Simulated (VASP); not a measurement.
Here is a VASP 6.6.1 calculation.

Contents of INCAR:

```
SYSTEM = S
ALGO = Normal
EDIFF = 1E-7
EDIFFG = -0.005
ENCUT = 600
GGA = PE
IBRION = 2
ISIF = 3
ISMEAR = -1
LASPH = .TRUE.
LCHARG = .FALSE.
LREAL = .FALSE.
LWAVE = .FALSE.
NELM = 100
NSW = 32
PREC = Accurate
PSTRESS = 3900.0
SIGMA = 0.05
```

The input KPOINTS:

```
k-points
0
G
  21 21 19
  0 0 0
```

POSCAR

```
S
1.0
    2.0008205264      0.0000000000      0.0000000000
   -1.0004102632      1.7327614043      0.0000000000
    0.0000000000      0.0000000000      1.8670395585
S
1
Direct
    0.0000000000      0.0000000000      0.0000000000
```

Potentials or basis: VASP PAW PBE potentials, release 64 (S).

Launch:

```console
$ cat potpaw_PBE.64/S/POTCAR > POTCAR
$ mpirun -np 1 vasp_std > vasp.out
```

Problem. What does it give for the band gap on the k mesh?

Solution. Zero (band 3 reaches 42.90 eV, above the bottom of band 4 at 20.94 eV).

Problem. Estimate the relaxed cell.

Solution. a = 1.997 Å, b = 1.997 Å, c = 1.862 Å, α = 90.00°, β = 90.00°, γ = 120.00°.

The path:
| step | energy change (eV) | largest force (eV/Å) | pressure (GPa) | volume (Å³) |
| --- | --- | --- | --- | --- |
| 1 | 0.0000 | 0.0000 | 382.30 | 6.47 |
| 2 | 0.7326 | 0.0000 | 435.87 | 6.19 |
| 3 | 0.1023 | 0.0000 | 389.75 | 6.43 |
| 4 | 0.1055 | 0.0000 | 389.98 | 6.43 |
| 5 | 0.1076 | 0.0000 | 390.13 | 6.43 |
| 6 | 0.0977 | 0.0000 | 389.34 | 6.43 |
| 7 | 0.1055 | 0.0000 | 389.97 | 6.43 |

Caveat: the cell is relaxed towards a set pressure, so the enthalpy falls and the energy may rise.
